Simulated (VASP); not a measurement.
Runs of VASP 6.6.1 on P. The structure is that of space group Cmce (No. 64), or close to it. The cells are those of the table. 

```tsv
cell	gap on the mesh (eV)	pressure (GPa)	largest force (eV/Å)
a = 9.191, b = 9.191, c = 5.048 Å, angles 90.0, 90.0, 158.1°, 4 atoms	(b)	(a)	0.68
a = 9.081, b = 9.081, c = 4.987 Å, angles 90.0, 90.0, 158.1°, 4 atoms	1.10	-2.4	0.49
a = 8.608, b = 8.608, c = 4.727 Å, angles 90.0, 90.0, 158.1°, 4 atoms	1.00	3.4	0.62
a = 8.967, b = 8.967, c = 4.925 Å, angles 90.0, 90.0, 158.1°, 4 atoms	1.08	-1.4	0.27
a = 8.851, b = 8.851, c = 4.861 Å, angles 90.0, 90.0, 158.1°, 4 atoms	1.05	-0.1	0.03
```

Alike in all rows: task single point; level BLYP; potentials or basis VASP PAW PBE potentials, release 64 (P); no spin polarisation; k mesh 9 × 9 × 6; cutoff (eV) 520; smearing fermi-dirac 0.05 eV.

Question: Estimate the missing entries.

Answer: (a) -3.2; (b) 1.12.

Caveats: the PAW data sets were made with another functional, which shifts forces and pressure a little; the cell stands under tension (at least some runs); the cell stands under pressure (at least some runs).

A k mesh can miss the band edges.
